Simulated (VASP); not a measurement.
# LuSc2N3 (P6/mmm) in VASP: further runs

The runs below take LuSc2N3 through single point, with PBE.

Program: VASP 6.6.1. These are calculated values, not measurements. Logs are shortened: lines on timing, memory, paths and dates and some standing lists are left out, and cuts for length are marked.

## (1) The cell of the first run

The structure is hexagonal, space group P6/mmm (No. 191). The conventional cell has a = 5.561 Å, b = 5.561 Å, c = 4.072 Å, α = 90.00°, β = 90.00°, γ = 120.00°. Lu (site symmetry 6/mmm) has 2 N at 2.04 Å within 2.7 Å. Sc (site symmetry -6m2) has 2 N at 2.04 Å within 2.7 Å. N (site symmetry -6m2) has 2 Sc at 2.04 Å within 2.7 Å. N (site symmetry 6/mmm) has 2 Lu at 2.04 Å within 2.7 Å.

## (2) Single point, PBE

The input, INCAR:

```
SYSTEM = LuSc2N3
ALGO = Normal ; EDIFF = 1E-6
ENCUT = 520 ; GGA = PE
ISIF = 2 ; ISMEAR = 0
LASPH = .True. ; LCHARG = .True.
LELF = .True. ; LREAL = .False.
LVHAR = .True. ; LWAVE = .False.
NBANDS = 40 ; NELM = 60
PREC = Accurate ; SIGMA = 0.1
```

The input, KPOINTS:

```
k-points
0
Gamma
  6 6 4
  0 0 0
```

The input, POSCAR:

```
LuSc2N3
1.0
    5.5612848400      0.0000000000      0.0000000000
   -2.7806424200      4.8162139500      0.0000000000
    0.0000000000      0.0000000000      4.0722807600
Lu Sc N
1 2 3
Direct
    0.0000000000      0.0000000000      0.5000000000
    0.3333333300      0.6666666700      0.5000000000
    0.6666666700      0.3333333300      0.5000000000
    0.3333333300      0.6666666700      0.0000000000
    0.6666666700      0.3333333300      0.0000000000
    0.0000000000      0.0000000000      0.0000000000
```

Potentials or basis: VASP PAW PBE potentials, release 64 (Lu, Sc_sv, N).

Command:

```console
$ cat potpaw_PBE.64/Lu/POTCAR potpaw_PBE.64/Sc_sv/POTCAR potpaw_PBE.64/N/POTCAR > POTCAR
$ mpirun -np 1 vasp_std > vasp.out
```

OUTCAR:

```text
SYSTEM = LuSc2N3
   EDIFF = 1E-6
   ENCUT = 520
   GGA = PE
   ISIF = 2
   ISMEAR = 0
   LASPH = .True.
   LREAL = .False.
   NELM = 60
   PREC = Accurate

 ion  position               nearest neighbor table
   1  0.000  0.000  0.500-   6 2.04   6 2.04   2 3.21   3 3.21   3 3.21   2 3.21   3 3.21   2 3.21

   2  0.333  0.667  0.500-   4 2.04   4 2.04   1 3.21   3 3.21   3 3.21   1 3.21   1 3.21   3 3.21

   3  0.667  0.333  0.500-   5 2.04   5 2.04   2 3.21   1 3.21   2 3.21   1 3.21   1 3.21   2 3.21

   4  0.333  0.667  0.000-   2 2.04   2 2.04
   5  0.667  0.333  0.000-   3 2.04   3 2.04
   6  0.000  0.000  0.000-   1 2.04   1 2.04

  LATTYP: Found a hexagonal cell.
 ALAT       =     5.5612848400
 C/A-ratio  =     0.7322553829

  Lattice vectors:

 A1 = (   5.5612848400,   0.0000000000,   0.0000000000)
 A2 = (  -2.7806424200,   4.8162139500,   0.0000000000)
 A3 = (   0.0000000000,   0.0000000000,   4.0722807600)

Analysis of symmetry for initial positions (statically):
=====================================================================
 Subroutine PRICEL returns:
 Original cell was already a primitive cell.

 Routine SETGRP: Setting up the symmetry group for a
 hexagonal supercell.

 Subroutine GETGRP returns: Found 24 space group operations
 (whereof 24 operations were pure point group operations)
 out of a pool of 24 trial point group operations.

The static configuration has the point symmetry D_6h.

Analysis of symmetry for dynamics (positions and initial velocities):
=====================================================================
 Subroutine PRICEL returns:
 Original cell was already a primitive cell.

 Routine SETGRP: Setting up the symmetry group for a
 hexagonal supercell.

 Subroutine GETGRP returns: Found 24 space group operations
 (whereof 24 operations were pure point group operations)
 out of a pool of 24 trial point group operations.

The dynamic configuration has the point symmetry D_6h.

 Subroutine INISYM returns: Found 24 space group operations
 (whereof 24 operations are pure point group operations),
 and found     1 'primitive' translations

----------------------------------------------------------------------------------------

                                     Primitive cell

  volume of cell :     109.0733

  direct lattice vectors                    reciprocal lattice vectors
     5.561284840  0.000000000  0.000000000     0.179814562  0.103815986  0.000000000
    -2.780642420  4.816213950  0.000000000     0.000000000  0.207631972  0.000000000
     0.000000000  0.000000000  4.072280760     0.000000000  0.000000000  0.245562637

  length of vectors
     5.561284840  5.561284841  4.072280760     0.207631972  0.207631972  0.245562637

  position of ions in fractional coordinates (direct lattice)
     0.000000000  0.000000000  0.500000000
     0.333333330  0.666666670  0.500000000
     0.666666670  0.333333330  0.500000000
     0.333333330  0.666666670  0.000000000
     0.666666670  0.333333330  0.000000000
     0.000000000  0.000000000  0.000000000

  ion indices of the primitive-cell ions
   primitive index   ion index
                 1           1
                 2           2
                 3           3
                 4           4
                 5           5
                 6           6

----------------------------------------------------------------------------------------

 KPOINTS: k-points

Automatic generation of k-mesh.
 Grid dimensions read from file:
 generate k-points for:    6    6    4

 Generating k-lattice:

  Cartesian coordinates                     Fractional coordinates (reciprocal lattice)
     0.029969094  0.017302664  0.000000000     0.166666667  0.000000000  0.000000000
     0.000000000  0.034605329  0.000000000     0.000000000  0.166666667  0.000000000
     0.000000000  0.000000000  0.061390659     0.000000000  0.000000000  0.250000000

  Length of vectors
     0.034605329  0.034605329  0.061390659

  Shift w.r.t. Gamma in fractional coordinates (k-lattice)
     0.000000000  0.000000000  0.000000000

 Subroutine IBZKPT returns following result:
 ===========================================

 Found     21 irreducible k-points:

 Following reciprocal coordinates:
            Coordinates               Weight
  0.000000  0.000000  0.000000      1.000000
  0.166667  0.000000  0.000000      6.000000
  0.333333  0.000000  0.000000      6.000000
  0.500000  0.000000  0.000000      3.000000
  0.166667  0.166667  0.000000      6.000000
  0.333333  0.166667  0.000000     12.000000
[... 13 lines left out ...]
  0.333333  0.166667  0.500000     12.000000
  0.333333  0.333333  0.500000      2.000000
   k-points           NKPTS =     21   k-points in BZ     NKDIM =     21   number of bands    NBANDS=     40
   number of dos      NEDOS =    301   number of ions     NIONS =      6
   total plane-waves  NPLWV =  52920
   dimension x,y,z NGX =    42 NGY =   42 NGZ =   30
   dimension x,y,z NGXF=    84 NGYF=   84 NGZF=   60
   ions per type =               1   2   3
   NGX,Y,Z   is equivalent  to a cutoff of  12.56, 12.56, 12.25 a.u.
   NGXF,Y,Z  is equivalent  to a cutoff of  25.11, 25.11, 24.49 a.u.
 SYSTEM =  LuSc2N3
   PREC   = accura    normal or accurate (medium, high low for compatibility)
   ISTART =      0    job   : 0-new  1-cont  2-samecut
   ICHARG =      2    charge: 1-file 2-atom 10-const
   ISPIN  =      1    spin polarized calculation?
   LNONCOLLINEAR =      F non collinear calculations
   LSORBIT =      F    spin-orbit coupling
   LASPH  =      T    aspherical Exc in radial PAW
   ENCUT  =  520.0 eV  38.22 Ry    6.18 a.u.  10.34 10.34  7.57*2*pi/ulx,y,z
   NELM   =     60;   NELMIN=  2; NELMDL= -5     # of ELM steps
   EDIFF  = 0.1E-05   stopping-criterion for ELM
   LREAL  =      F    real-space projection
   EDIFFG = 0.1E-04   stopping-criterion for IOM
   NSW    =      0    number of steps for IOM
   IBRION =     -1    ionic relax: 0-MD 1-quasi-New 2-CG
   NFREE  =      0    steps in history (QN), initial steepest desc. (CG)
   ISIF   =      2    stress and relaxation
   ISYM   =      2    0-nonsym 1-usesym 2-fastsym
   POTIM  = 0.5000    time-step for ionic-motion
   TEBEG  =    0.0;   TEEND  =   0.0 temperature during run
   PSTRESS=    0.0 pullay stress
   NELECT =      62.0000    total number of electrons
   NUPDOWN=      -1.0000    fix difference up-down
   EMIN   =  10.00;   EMAX   =-10.00  energy-range for DOS
   EFERMI =   0.00;   METHOD = LEGACY
   ISMEAR =     0;   SIGMA  =   0.10  broadening in eV -4-tet -1-fermi 0-gaus
   EFERMI_NEDOS =   21; number of points for ismear=-14 and -15
   IALGO  =     38    algorithm
   IMIX   =      4    mixing-type and parameters
     AMIX     =   0.40;   BMIX     =  1.00
     AMIX_MAG =   1.60;   BMIX_MAG =  1.00
  volume/ion in A,a.u.               =      18.18       122.68
  Fermi-wavevector in a.u.,A,eV,Ry     =   1.356123  2.562701 25.022073  1.839070
  Thomas-Fermi vector in A             =   2.483153
   LORBIT       =      0    0 simple, 1 ext, 2 COOP (PROOUT), +10 PAW based schemes
   GGA     = PE    functional components
   LHFCALC =     F    Hartree Fock is set to
   AEXX    =    0.0000 exact exchange contribution
   IVDW    =     0    specifies the selected vdW correction
   LEPSILON=     F    determine dielectric tensor
   LRPA    =     F    only Hartree local field effects (RPA)
 non-spin polarized calculation
 Gauss-broadening in eV      SIGMA  =   0.10
  energy-cutoff  :      520.00
  volume of cell :      109.07
 maximum number of plane-waves:      2968
 NGX is ok and might be reduce to    42
   NGX = 21   NGY = 21   NGZ = 15

 number of electron      62.0000017 magnetization

 Free energy of the ion-electron system (eV)
  ---------------------------------------------------
  ext. energy  EPLUGINS =         0.00000000
  ---------------------------------------------------
  free energy    TOTEN  =       -36.47458900 eV

  energy without entropy =      -36.42617922  energy(sigma->0) =      -36.45038411

 E-fermi :   1.8598     XC(G=0):  -9.9791

 val. band max:        1.8443703053   @ k =   0.3333   0.3333   0.0000
 cond. band min:       1.8625739718   @ k =   0.3333   0.1667   0.2500
 fundamental gap:      0.0182036666
 Fermi energy:         1.8598084387

 k-point     1 :       0.0000    0.0000    0.0000
  band No.  band energies     occupation
      1     -53.3957      2.00000
      2     -46.7862      2.00000
      3     -46.7481      2.00000
      4     -25.7183      2.00000
      5     -25.7183      2.00000
      6     -25.5716      2.00000
[... 32 lines left out ...]
     39       4.6534      0.00000
     40       4.6541      0.00000

 k-point     2 :       0.1667    0.0000    0.0000
  band No.  band energies     occupation
      1     -53.3957      2.00000
      2     -46.7840      2.00000
      3     -46.7504      2.00000
      4     -25.7292      2.00000
      5     -25.7163      2.00000
      6     -25.5690      2.00000
[... 32 lines left out ...]
     39       4.6747      0.00000
     40       4.9519      0.00000

 k-point     3 :       0.3333    0.0000    0.0000
  band No.  band energies     occupation
      1     -53.3956      2.00000
      2     -46.7783      2.00000
      3     -46.7562      2.00000
      4     -25.7476      2.00000
      5     -25.6984      2.00000
      6     -25.5794      2.00000
[... 32 lines left out ...]
     39       5.0826      0.00000
     40       5.1750      0.00000

 k-point     4 :       0.5000    0.0000    0.0000
  band No.  band energies     occupation
      1     -53.3956      2.00000
      2     -46.7737      2.00000
      3     -46.7609      2.00000
      4     -25.7558      2.00000
      5     -25.6774      2.00000
      6     -25.5976      2.00000
[... 32 lines left out ...]
     39       4.8720      0.00000
     40       5.4758      0.00000
[... 643 lines left out ...]
     39       6.7857      0.00000
     40       6.8522      0.00000

 k-point    20 :       0.3333    0.1667    0.5000
  band No.  band energies     occupation
      1     -53.3942      2.00000
      2     -46.7719      2.00000
      3     -46.7592      2.00000
      4     -25.7413      2.00000
      5     -25.6789      2.00000
      6     -25.6014      2.00000
[... 32 lines left out ...]
     39       6.7572      0.00000
     40       6.9018      0.00000

 k-point    21 :       0.3333    0.3333    0.5000
  band No.  band energies     occupation
      1     -53.3942      2.00000
      2     -46.7655      2.00000
      3     -46.7655      2.00000
      4     -25.7351      2.00000
      5     -25.6460      2.00000
      6     -25.6460      2.00000
[... 32 lines left out ...]
     39       6.8091      0.00000
     40       6.8109      0.00000

------------------------ aborting loop because EDIFF is reached ----------------------------------------

  FORCE on cell =-STRESS in cart. coord.  units (eV):
  Direction    XX          YY          ZZ          XY          YZ          ZX
  --------------------------------------------------------------------------------------
  -------------------------------------------------------------------------------------
  Total        6.6492214      6.6492214     -3.0256392      0.0000000     -0.0000000      0.0000000
  in kB       97.6703516     97.6703516    -44.4435859      0.0000000     -0.0000000      0.0000000
  external PRESSURE =      50.2990391 kB  Pullay stress =       0.0000000 kB

 VOLUME and BASIS-vectors are now :
 -----------------------------------------------------------------------------
  energy-cutoff  :      520.00
  volume of cell :      109.07
      direct lattice vectors                 reciprocal lattice vectors
     5.561284840  0.000000000  0.000000000     0.179814562  0.103815986  0.000000000
    -2.780642420  4.816213950  0.000000000     0.000000000  0.207631972  0.000000000
     0.000000000  0.000000000  4.072280760     0.000000000  0.000000000  0.245562637

 POSITION                                       TOTAL-FORCE (eV/Angst)
 -----------------------------------------------------------------------------------
      0.00000      0.00000      2.03614         0.000000      0.000000     -0.000000
     -0.00000      3.21081      2.03614        -0.000000     -0.000000     -0.000000
      2.78064      1.60540      2.03614         0.000000      0.000000     -0.000000
     -0.00000      3.21081      0.00000         0.000000      0.000000     -0.000000
      2.78064      1.60540      0.00000         0.000000     -0.000000      0.000000
      0.00000      0.00000      0.00000         0.000000      0.000000     -0.000000
 -----------------------------------------------------------------------------------
    total drift:                                0.000000     -0.000000      0.000000

  FREE ENERGIE OF THE ION-ELECTRON SYSTEM (eV)
  ---------------------------------------------------
  free  energy   TOTEN  =       -36.4745889970 eV

  energy  without entropy=      -36.4261792171  energy(sigma->0) =      -36.45038411
```

Wall time 2 min (1 thread of Intel Xeon Platinum 8259CL at 2.50GHz (Skylake/Cascade Lake), shared host); peak memory 0.27 GiB.

Results:

| Property | Result |
| --- | --- |
| Free energy | -36.4746 eV |
| Pressure | 5.0 GPa |
| Band gap on the k mesh | zero (band 31 reaches 2.71 eV, above the bottom of band 32 at 1.34 eV) |

Caveat: the k points lie up to 0.39 Å⁻¹ apart; spin-orbit coupling is left out, which moves the levels of the heavy elements.

## (3) Single point, PBE

This run uses another cell than the first one, of 29.03 Å³/atom, 1.597 times its volume.

The input, INCAR:

```
SYSTEM = LuSc2N3
  ALGO = Normal
  EDIFF = 1E-7
  ENCUT = 520
  GGA = PE
  ISIF = 2
  ISMEAR = 0
  LASPH = .TRUE.
  LCHARG = .TRUE.
  LELF = .TRUE.
  LREAL = .FALSE.
  LVHAR = .TRUE.
  LWAVE = .FALSE.
  NBANDS = 40
  NELM = 60
  PREC = Accurate
  SIGMA = 0.1
```

The input, KPOINTS:

```
k-points
0
G
  6 6 4
  0 0 0
```

The input, POSCAR:

```
LuSc2N3
1.0
    7.1855448252      0.0000000000      0.0000000000
   -3.5927724126      6.2228643586      0.0000000000
    0.0000000000      0.0000000000      3.8951184312
Lu Sc N
1 2 3
Direct
    0.0000000000      0.0000000000      0.5000000000
    0.3333333333      0.6666666667      0.5000000000
    0.6666666667      0.3333333333      0.5000000000
    0.3333333333      0.6666666667      0.0000000000
    0.6666666667      0.3333333333      0.0000000000
    0.0000000000      0.0000000000      0.0000000000
```

Potentials or basis: VASP PAW PBE potentials, release 64 (Lu, Sc_sv, N).

Command:

```console
$ cat potpaw_PBE.64/Lu/POTCAR potpaw_PBE.64/Sc_sv/POTCAR potpaw_PBE.64/N/POTCAR > POTCAR
$ mpirun -np 1 vasp_std > vasp.out
```

Run time: 3.8 min. Hardware: 1 thread of Intel Xeon Platinum 8259CL at 2.50GHz (Skylake/Cascade Lake), shared host; peak memory 0.37 GiB.

The run converged. Its results:

```yaml
Free_energy: -38.3604 eV
Pressure: 0.4 GPa
Band_gap_on_the_k_mesh: zero (band 31 reaches 0.38 eV, above the bottom of band 32 at -0.82 eV)
```

Stress tensor (GPa, compression positive):
```
0.02 0.00 0.00
0.00 0.02 0.00
0.00 0.00 1.05
```

Levels at points of the mesh, in eV from the Fermi level:
```tsv
k point	band 29	band 30	band 31	band 32	band 33	band 34
(0.00, 0.00, 0.00)	-0.13	0.02	0.12	1.56	1.56	1.59
(0.50, 0.00, 0.00)	0.05	0.09	0.32	0.57	0.68	1.29
(0.00, 0.00, 0.50)	-2.19	-1.59	-1.59	-0.82	1.41	1.41
(0.50, 0.00, 0.50)	-1.77	-1.77	-1.75	0.10	0.33	0.82
```

Caveat: the k points lie up to 0.40 Å⁻¹ apart; spin-orbit coupling is left out, which moves the levels of the heavy elements.
